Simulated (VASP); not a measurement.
Crystal: CaSe.

```
Ca Se
1.0
     3.60486   -0.02993   -0.02993
    -0.02993    3.60486   -0.02993
    -0.02993   -0.02993    3.60486
Ca Se
1 1
Cartesian
  0.0000 0.0000 0.0000
  1.7725 1.7725 1.7725
```

This cell differs from its parent crystal: strain along [111] -2.5%.

Base run:

* Program: VASP 6.6.1
* Functional: PBE
* Potentials or basis: VASP PAW PBE potentials, release 64 (Ca_sv, Se)
* Cutoff: 520 eV
* k mesh: 8 × 8 × 8
* Occupations: fermi-dirac, width 0.02 eV
* Spin: no spin polarisation

Its results: band gap on the k mesh 0.73 eV, direct; pressure 2.3 GPa.

**Question.** The run is repeated on the same cell with these changes: functional from PBE to r2SCAN; occupations from fermi-dirac, width 0.02 eV to gaussian, width 0.01 eV. What comes out?

**Answer.** Band gap on the k mesh 1.21 eV, direct; pressure 1.7 GPa.

Caveats: the PAW data sets were made with another functional, which shifts forces and pressure a little (some runs).

A k mesh can miss the band edges.
